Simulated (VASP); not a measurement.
## HfB2: relaxation of cell and atoms with PBEsol

Crystal: HfB2.

```
Hf B
1.0
     3.12781    0.00000    0.00000
    -1.56390    2.70876    0.00000
     0.00000    0.00000    3.44625
Hf B
1 2
Direct
  0.00000 0.00000 0.00000
  0.33333 0.66667 0.50000
  0.66667 0.33333 0.50000
```

| Quantity | Value |
| --- | --- |
| Program | VASP 6.6.1 |
| Task | relaxation of cell and atoms |
| Functional | PBEsol |
| Potentials or basis | VASP PAW PBE potentials, release 64 (Hf_pv, B) |
| Cutoff | 600 eV |
| k mesh | 16 × 16 × 12 |
| Occupations | fermi-dirac, width 0.08 eV |
| Spin | no spin polarisation |
| Target pressure | 1 GPa |
| Dipole correction | no |
| Further INCAR settings | ALGO = Normal; EDIFF = 1e-06; IBRION = 2; EDIFFG = -0.002; NSW = 100; ISIF = 3 |

- Relaxed volume: 9.69 Å³/atom
- Relaxed cell: a = 3.123 Å, b = 3.123 Å, c = 3.443 Å, α = 90.00°, β = 90.00°, γ = 120.00°
- Space group after relaxing (to 0.1 Å): P6/mmm (No. 191)
- Energy change on relaxing (the run minimises the enthalpy): +0.1 meV/atom
- Ionic steps: 14
- Pressure after relaxing: 1.0 GPa
- Band gap on the k mesh: zero (bands 8 and 9 overlap by 1.19 eV)

The path:
```tsv
step	energy change (eV)	largest force (eV/Å)	pressure (GPa)	volume (Å³)
1	0.0000	0.0000	-0.09	29.20
2	0.0021	0.0000	2.54	28.92
3	0.0003	0.0000	1.01	29.08
4	0.0003	0.0000	1.01	29.08
5	0.0001	0.0000	0.45	29.14
6	0.0003	0.0000	0.97	29.08
7	0.0003	0.0000	0.97	29.08
8	0.0003	0.0000	0.96	29.09
9	0.0003	0.0000	0.96	29.08
10	0.0003	0.0000	0.97	29.08
11	0.0003	0.0000	0.97	29.08
12	0.0003	0.0000	1.03	29.08
13	0.0003	0.0000	1.04	29.08
14	0.0003	0.0000	1.01	29.08
```

Final structure:
```yaml
crystal:
  lattice:
    - [3.12301, 0.00000, 0.00000]
    - [-1.56150, 2.70460, 0.00000]
    - [0.00000, 0.00000, 3.44310]
  atoms:
    - { symbol: Hf, position: [0.00000, 0.00000, 0.00000] }
    - { symbol: B, position: [0.33333, 0.66667, 0.50000] }
    - { symbol: B, position: [0.66667, 0.33333, 0.50000] }
```

Levels at points of the mesh, in eV from the Fermi level:
```csv
k point,band 4,band 5,band 6,band 7,band 8,band 9,band 10,band 11,band 12
"(0.00, 0.00, 0.00)",-13.87,-3.10,-3.00,-3.00,-2.72,4.07,4.07,4.80,4.80
"(0.50, 0.00, 0.00)",-9.91,-9.04,-4.20,-3.47,-2.99,2.18,2.74,5.73,5.79
"(0.00, 0.00, 0.50)",-11.31,-8.48,-1.22,-1.22,0.22,0.22,0.96,0.96,2.33
"(0.50, 0.00, 0.50)",-10.44,-7.51,-5.09,-4.83,-2.64,4.10,4.29,6.37,7.47
```

It took 9.2 min on 1 thread of Intel Xeon 8259CL (shared host), peak memory 0.25 GiB.

Caveat: the cell is relaxed towards a set pressure, so the run minimises the enthalpy, not the energy; the PAW data sets were made with another functional, which shifts forces and pressure a little; spin-orbit coupling is left out, which moves the levels of the heavy elements.
